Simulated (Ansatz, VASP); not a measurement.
## Two plane-wave programs on AlN

```
Al N
1.0
     3.36090    0.00000    0.00000
    -1.68045    2.91062    0.00000
     0.00000    0.00000    4.30560
Al N
2 2
Direct
  0.33333 0.66667 0.75000
  0.66667 0.33333 0.25000
  0.33333 0.66667 0.25000
  0.66667 0.33333 0.75000
```

Alike in both runs: task single point; functional PBEsol; k mesh 9 × 9 × 6; occupations gaussian, width 0.05 eV; no spin polarisation.

|  | VASP | Ansatz |
| --- | --- | --- |
| version | VASP 6.6.1 | Ansatz 0.2.0 |
| potentials or method | VASP PAW PBE potentials, release 64 (Al, N), cutoff 520 eV | scalar-relativistic, plane waves, PAW |
| valence electrons in the cell | 16 | 16 |

|  | VASP | Ansatz | Ansatz less VASP |
| --- | --- | --- | --- |
| gap on the k mesh at the Fermi level (eV) | 2.72 | 2.71 | -0.011 |
| least direct gap on the mesh (eV) | 2.72 | 2.71 | -0.011 |
| pressure (GPa) | -13.4 | -13.4 | +0.04 |
| traceless stress, the component that is largest in VASP (GPa) | -0.12 | -0.10 | +0.017 |

VASP's potentials were made for PBE, not for PBEsol, and Ansatz warns of the same on its side. The functional is the same, so the differences come from potentials, cutoffs and numerics.
